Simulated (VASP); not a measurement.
Input of a VASP 6.6.1 run:

The input INCAR:

```
  PREC = Accurate
  ENCUT = 520
  EDIFF = 1E-6
  ISMEAR = 0
  SIGMA = 0.1
  LREAL = F
  LASPH = T
  NELM = 80
  ALGO = Normal
  ISIF = 2
  LWAVE = F
  LCHARG = F
  GGA = PE
  NBANDS = 36
```

File KPOINTS:

```
Automatic mesh
0
Gamma
  10 10 10
```

The input POSCAR:

```
Sn4H
1.0
   -2.2440296930      2.2440296930      6.1237915855
    2.2440296930     -2.2440296930      6.1237915855
    2.2440296930      2.2440296930     -6.1237915855
Sn H
4 1
Direct
    0.7500000000      0.2500000000      0.5000000000
    0.2500000000      0.7500000000      0.5000000000
    0.5000000000      0.0000000000      0.5000000000
    0.0000000000      0.5000000000      0.5000000000
    0.0000000000      0.0000000000      0.0000000000
```

Potentials or basis: VASP PAW PBE potentials, release 64 (Sn_d, H).

Run with:

```bash
$ cat potpaw_PBE.64/Sn_d/POTCAR potpaw_PBE.64/H/POTCAR > POTCAR
$ mpirun -np 1 vasp_std > vasp.out
```

Q: What does it give for the band gap on the k mesh?

A: Zero (an odd number of electrons rules out a gap without spin polarisation).

Q: Predict the pressure.

A: -0.1 GPa.

Caveat: spin-orbit coupling is left out, which moves the levels of the heavy elements.
